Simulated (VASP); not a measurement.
# PdC18 in VASP: a series of runs

Runs on PdC18. Level: PBE. Tasks: single point, relaxation of the atoms.

All numbers are computed with VASP 6.6.1; they aren't measurements. Logs are shortened: lines on timing, memory, paths and dates and some standing lists are left out, and cuts for length are marked.

## (1) The cell of the first run

The cell holds a slab with vacuum, 19 atoms: a = 7.398 Å, b = 7.398 Å, c = 12.000 Å, α = 90.00°, β = 90.00°, γ = 120.00°.

## (2) Single point, PBE

Contents of INCAR:

```
SYSTEM = PdC18
  PREC = Accurate
  ENCUT = 520
  EDIFF = 1E-7
  ISMEAR = -1
  SIGMA = 0.05
  LREAL = Auto
  LASPH = .TRUE.
  NELM = 100
  ALGO = Normal
  ISIF = 2
  LWAVE = .FALSE.
  LCHARG = .FALSE.
  GGA = PE
  NBANDS = 56
```

Contents of KPOINTS:

```
regular mesh
0
G
  2 2 1
  0 0 0
```

Contents of POSCAR:

```
PdC18
1.0
    7.3980000272      0.0000000157      0.0000000000
   -3.6990000000      6.4068559686      0.0000000000
    0.0000000000      0.0000000000     12.0000000000
C Pd
18 1
Direct
    0.0013830944     -0.0013677527      0.0829835854
    0.2225075762      0.1107679573      0.0814304490
    0.0015220835      0.3336928427      0.0845474945
    0.2224564075      0.4442102592      0.0835252865
    0.0008276261      0.6658390405      0.0793630051
    0.2225631603      0.7774001661      0.0812267068
    0.3336564355     -0.0007112244      0.0809009698
    0.5545235084      0.1121431583      0.0833261552
    0.3340176321      0.3326490346      0.0827140372
    0.5558987093      0.4441590904      0.0814304490
    0.3329738240      0.6651445832      0.0845474945
    0.5548902022      0.7754803047      0.0894301389
    0.6666360249      0.0000306418      0.0903692625
    0.8911863620      0.1117764644      0.0894301389
    0.6673778910      0.3330102312      0.0809009698
    0.8892665006      0.4441035063      0.0812267068
    0.6680344194      0.6652835723      0.0829835854
    0.8895033666      0.7771633000      0.0797853963
    0.6944789044     -0.0278122377      0.2623781083
```

Potentials or basis: VASP PAW PBE potentials, release 64 (C, Pd).

Run with:

```
$ cat potpaw_PBE.64/C/POTCAR potpaw_PBE.64/Pd/POTCAR > POTCAR
$ mpirun -np 1 vasp_std > vasp.out
```

OUTCAR:

```text
SYSTEM = PdC18
   PREC = Accurate
   ENCUT = 520
   EDIFF = 1E-7
   ISMEAR = -1
   LREAL = Auto
   LASPH = .TRUE.
   NELM = 100
   ISIF = 2
   GGA = PE

 ion  position               nearest neighbor table
   1  0.001  0.999  0.083-   2 1.42  18 1.42  14 1.43
   2  0.223  0.111  0.081-   1 1.42   9 1.42   7 1.43
   3  0.002  0.334  0.085-   4 1.42  14 1.42  16 1.43
   4  0.222  0.444  0.084-  11 1.42   3 1.42   9 1.43
   5  0.001  0.666  0.079-  16 1.42   6 1.42  18 1.43
   6  0.223  0.777  0.081-   5 1.42   7 1.42  11 1.43
   7  0.334  0.999  0.081-   8 1.42   6 1.42   2 1.43
   8  0.555  0.112  0.083-  15 1.42   7 1.42  13 1.44
   9  0.334  0.333  0.083-  10 1.42   2 1.42   4 1.43
  10  0.556  0.444  0.081-  17 1.42   9 1.42  15 1.43
  11  0.333  0.665  0.085-   4 1.42  12 1.42   6 1.43
  12  0.555  0.775  0.089-  11 1.42  17 1.43  13 1.44  19 2.45
  13  0.667  0.000  0.090-  12 1.44  14 1.44   8 1.44  19 2.09
  14  0.891  0.112  0.089-   3 1.42   1 1.43  13 1.44  19 2.45
  15  0.667  0.333  0.081-   8 1.42  16 1.42  10 1.43
  16  0.889  0.444  0.081-   5 1.42  15 1.42   3 1.43
  17  0.668  0.665  0.083-  10 1.42  18 1.42  12 1.43
  18  0.890  0.777  0.080-  17 1.42   1 1.42   5 1.43
  19  0.694  0.972  0.262-  13 2.09  14 2.45  12 2.45

  LATTYP: Found a hexagonal cell.
 ALAT       =     7.3980000272
 C/A-ratio  =     1.6220600103

  Lattice vectors:

 A1 = (   7.3980000272,   0.0000000157,   0.0000000000)
 A2 = (  -3.6990000000,   6.4068559686,   0.0000000000)
 A3 = (   0.0000000000,   0.0000000000,  12.0000000000)

Analysis of symmetry for initial positions (statically):
=====================================================================
 Subroutine PRICEL returns:
 Original cell was already a primitive cell.

 Routine SETGRP: Setting up the symmetry group for a
 hexagonal supercell.

 Subroutine GETGRP returns: Found  2 space group operations
 (whereof  1 operations were pure point group operations)
 out of a pool of 24 trial point group operations.

The static configuration has the point symmetry C_1 .
 The point group associated with its full space group is C_1h.

Analysis of symmetry for dynamics (positions and initial velocities):
=====================================================================
 Subroutine PRICEL returns:
 Original cell was already a primitive cell.

 Routine SETGRP: Setting up the symmetry group for a
 hexagonal supercell.

 Subroutine GETGRP returns: Found  2 space group operations
 (whereof  1 operations were pure point group operations)
 out of a pool of 24 trial point group operations.

The dynamic configuration has the point symmetry C_1 .
 The point group associated with its full space group is C_1h.

 Subroutine INISYM returns: Found  2 space group operations
 (whereof  1 operations are pure point group operations),
 and found     1 'primitive' translations

----------------------------------------------------------------------------------------

                                     Primitive cell

  volume of cell :     568.7750

  direct lattice vectors                    reciprocal lattice vectors
     7.398000027  0.000000016  0.000000000     0.135171667  0.078041398  0.000000000
    -3.699000000  6.406855969  0.000000000    -0.000000000  0.156082797  0.000000000
     0.000000000  0.000000000 12.000000000     0.000000000  0.000000000  0.083333333

  length of vectors
     7.398000027  7.398000027 12.000000000     0.156082797  0.156082797  0.083333333

  position of ions in fractional coordinates (direct lattice)
     0.001383094  0.998632247  0.082983585
     0.222507576  0.110767957  0.081430449
     0.001522083  0.333692843  0.084547495
     0.222456407  0.444210259  0.083525286
     0.000827626  0.665839041  0.079363005
     0.222563160  0.777400166  0.081226707
[... 11 lines left out ...]
     0.889503367  0.777163300  0.079785396
     0.694478904  0.972187762  0.262378108

  ion indices of the primitive-cell ions
   primitive index   ion index
                 1           1
                 2           2
                 3           3
                 4           4
                 5           5
                 6           6
[... 11 lines left out ...]
                18          18
                19          19

----------------------------------------------------------------------------------------

 KPOINTS: regular mesh

Automatic generation of k-mesh.
 Grid dimensions read from file:
 generate k-points for:    2    2    1

 Generating k-lattice:

  Cartesian coordinates                     Fractional coordinates (reciprocal lattice)
     0.067585834  0.039020699  0.000000000     0.500000000 -0.000000000  0.000000000
    -0.000000000  0.078041398  0.000000000     0.000000000  0.500000000  0.000000000
     0.000000000  0.000000000  0.083333333     0.000000000  0.000000000  1.000000000

  Length of vectors
     0.078041398  0.078041398  0.083333333

  Shift w.r.t. Gamma in fractional coordinates (k-lattice)
     0.000000000  0.000000000  0.000000000

 Subroutine IBZKPT returns following result:
 ===========================================

 Found      3 irreducible k-points:

 Following reciprocal coordinates:
            Coordinates               Weight
  0.000000  0.000000  0.000000      1.000000
  0.500000 -0.000000  0.000000      2.000000
  0.500000  0.500000  0.000000      1.000000
   k-points           NKPTS =      3   k-points in BZ     NKDIM =      3   number of bands    NBANDS=     56
   number of dos      NEDOS =    301   number of ions     NIONS =     19
   total plane-waves  NPLWV = 282240
   dimension x,y,z NGX =    56 NGY =   56 NGZ =   90
   dimension x,y,z NGXF=   112 NGYF=  112 NGZF=  180
   ions per type =              18   1
   NGX,Y,Z   is equivalent  to a cutoff of  12.58, 12.58, 12.47 a.u.
   NGXF,Y,Z  is equivalent  to a cutoff of  25.17, 25.17, 24.94 a.u.
 SYSTEM =  PdC18
   PREC   = accura    normal or accurate (medium, high low for compatibility)
   ISTART =      0    job   : 0-new  1-cont  2-samecut
   ICHARG =      2    charge: 1-file 2-atom 10-const
   ISPIN  =      1    spin polarized calculation?
   LNONCOLLINEAR =      F non collinear calculations
   LSORBIT =      F    spin-orbit coupling
   LASPH  =      T    aspherical Exc in radial PAW
   ENCUT  =  520.0 eV  38.22 Ry    6.18 a.u.  13.76 13.76 22.31*2*pi/ulx,y,z
   NELM   =    100;   NELMIN=  2; NELMDL= -5     # of ELM steps
   EDIFF  = 0.1E-06   stopping-criterion for ELM
   LREAL  =      T    real-space projection
   EDIFFG = 0.1E-05   stopping-criterion for IOM
   NSW    =      0    number of steps for IOM
   IBRION =     -1    ionic relax: 0-MD 1-quasi-New 2-CG
   NFREE  =      0    steps in history (QN), initial steepest desc. (CG)
   ISIF   =      2    stress and relaxation
   ISYM   =      2    0-nonsym 1-usesym 2-fastsym
   POTIM  = 0.5000    time-step for ionic-motion
   TEBEG  =    0.0;   TEEND  =   0.0 temperature during run
   PSTRESS=    0.0 pullay stress
   NELECT =      82.0000    total number of electrons
   NUPDOWN=      -1.0000    fix difference up-down
   EMIN   =  10.00;   EMAX   =-10.00  energy-range for DOS
   EFERMI =   0.00;   METHOD = LEGACY
   ISMEAR =    -1;   SIGMA  =   0.05  broadening in eV -4-tet -1-fermi 0-gaus
   EFERMI_NEDOS =   21; number of points for ismear=-14 and -15
   IALGO  =     38    algorithm
   IMIX   =      4    mixing-type and parameters
     AMIX     =   0.40;   BMIX     =  1.00
     AMIX_MAG =   1.60;   BMIX_MAG =  1.00
  volume/ion in A,a.u.               =      29.94       202.01
  Fermi-wavevector in a.u.,A,eV,Ry     =   0.858419  1.622176 10.025902  0.736883
  Thomas-Fermi vector in A             =   1.975621
   LORBIT       =      0    0 simple, 1 ext, 2 COOP (PROOUT), +10 PAW based schemes
   GGA     = PE    functional components
   LHFCALC =     F    Hartree Fock is set to
   AEXX    =    0.0000 exact exchange contribution
   IVDW    =     0    specifies the selected vdW correction
   LEPSILON=     F    determine dielectric tensor
   LRPA    =     F    only Hartree local field effects (RPA)
 non-spin polarized calculation
  energy-cutoff  :      520.00
  volume of cell :      568.78
 maximum number of plane-waves:     15363
 NGX is ok and might be reduce to    56
   NGX = 27   NGY = 27   NGZ = 45

 number of electron      81.9999998 magnetization

 Free energy of the ion-electron system (eV)
  ---------------------------------------------------
  ext. energy  EPLUGINS =         0.00000000
  ---------------------------------------------------
  free energy    TOTEN  =      -168.26036324 eV

  energy without entropy =     -168.22077483  energy(sigma->0) =     -168.24056904

 E-fermi :  -0.9284     XC(G=0):  -4.1280

 val. band max:       -0.9931587887   @ k =   0.0000   0.0000   0.0000
 cond. band min:      -0.8402984181   @ k =   0.0000   0.0000   0.0000
 fundamental gap:      0.1528603705
 Fermi energy:        -0.9284459357

 k-point     1 :       0.0000    0.0000    0.0000
  band No.  band energies     occupation
      1     -20.6574      2.00000
      2     -18.2644      2.00000
      3     -18.0837      2.00000
      4     -18.0470      2.00000
      5     -18.0095      2.00000
      6     -17.9979      2.00000
[... 45 lines left out ...]
     52       3.8642      0.00000
     53       3.9551      0.00000

 k-point     2 :       0.5000   -0.0000    0.0000
  band No.  band energies     occupation
      1     -20.0595      2.00000
      2     -19.9470      2.00000
      3     -18.7390      2.00000
      4     -18.6667      2.00000
      5     -16.3017      2.00000
      6     -16.2279      2.00000
[... 45 lines left out ...]
     52       3.9293      0.00000
     53       4.1913      0.00000

 k-point     3 :       0.5000    0.5000    0.0000
  band No.  band energies     occupation
      1     -20.0634      2.00000
      2     -19.9415      2.00000
      3     -18.7293      2.00000
      4     -18.6798      2.00000
      5     -16.3054      2.00000
      6     -16.2236      2.00000
[... 45 lines left out ...]
     52       3.9191      0.00000
     53       4.1944      0.00000
 [bands above 53 left out]

------------------------ aborting loop because EDIFF is reached ----------------------------------------

  FORCE on cell =-STRESS in cart. coord.  units (eV):
  Direction    XX          YY          ZZ          XY          YZ          ZX
  --------------------------------------------------------------------------------------
  -------------------------------------------------------------------------------------
  Total        5.4834493      3.3392356     -0.0711786     -1.8569435     -0.0035637      0.0061738
  in kB       15.4462791      9.4062629     -0.2005024     -5.2308074     -0.0100384      0.0173910
  external PRESSURE =       8.2173465 kB  Pullay stress =       0.0000000 kB

 VOLUME and BASIS-vectors are now :
 -----------------------------------------------------------------------------
  energy-cutoff  :      520.00
  volume of cell :      568.78
      direct lattice vectors                 reciprocal lattice vectors
     7.398000027  0.000000016  0.000000000     0.135171667  0.078041398  0.000000000
    -3.699000000  6.406855969  0.000000000    -0.000000000  0.156082797  0.000000000
     0.000000000  0.000000000 12.000000000     0.000000000  0.000000000  0.083333333

 POSITION                                       TOTAL-FORCE (eV/Angst)
 -----------------------------------------------------------------------------------
     -3.68371      6.39809      0.99580         0.013024      0.015429      0.001333
      1.23638      0.70967      0.97717        -0.014597     -0.007311      0.004006
     -1.22307      2.13792      1.01457         0.002371     -0.000432     -0.000794
      0.00260      2.84599      1.00230        -0.003696      0.002134      0.000282
     -2.45682      4.26593      0.95236         0.003547     -0.002048     -0.001504
     -1.22908      4.98069      0.97472         0.005122     -0.013265      0.004041
[... 11 lines left out ...]
      3.70582      4.97917      0.95742         0.000348     -0.000201     -0.011119
      1.54163      6.22867      3.14854         0.004585     -0.002647      0.019918
 -----------------------------------------------------------------------------------
    total drift:                                0.002508     -0.001440      0.013512

  FREE ENERGIE OF THE ION-ELECTRON SYSTEM (eV)
  ---------------------------------------------------
  free  energy   TOTEN  =      -168.2603632435 eV

  energy  without entropy=     -168.2207748291  energy(sigma->0) =     -168.24056904
```

Run time: 6 min. Hardware: 1 thread of Intel Xeon Platinum 8259CL at 2.50GHz (Skylake/Cascade Lake), shared host; peak memory 0.57 GiB.

What came out:

* Free energy: -168.2604 eV
* Largest force: 0.023 eV/Å
* Band gap on the k mesh: 0.15 eV

Forces in eV/Å, atoms in the order of the input:
```
C    0.013  0.015  0.001
C   -0.015 -0.007  0.004
C    0.002  0.000 -0.001
C   -0.004  0.002  0.000
C    0.004 -0.002 -0.002
C    0.005 -0.013  0.004
C    0.001 -0.003 -0.004
C   -0.005  0.003  0.001
C   -0.003  0.002 -0.001
C   -0.001  0.016  0.004
C    0.002 -0.002 -0.001
C   -0.006 -0.002  0.002
C   -0.007  0.004 -0.021
C   -0.001  0.006  0.002
C    0.003  0.001 -0.004
C    0.014  0.002  0.004
C   -0.007 -0.019  0.001
C    0.000  0.000 -0.011
Pd   0.005 -0.003  0.020
```

Levels at points of the mesh, in eV from the valence-band top:
| k point | band 38 | band 39 | band 40 | band 41 | band 42 | band 43 | band 44 | band 45 |
| --- | --- | --- | --- | --- | --- | --- | --- | --- |
| (0.00, 0.00, 0.00) | -1.50 | -1.48 | -0.07 | 0.00 | 0.15 | 0.16 | 0.87 | 3.41 |
| (0.50, 0.00, 0.00) | -1.55 | -1.42 | -1.27 | -1.11 | 0.90 | 1.60 | 2.35 | 2.41 |
| (0.50, 0.50, 0.00) | -1.53 | -1.51 | -1.21 | -1.14 | 0.93 | 1.63 | 2.38 | 2.43 |

Caveat: the k points lie up to 0.49 Å⁻¹ apart.

(Part 1 of 3 ends here.)
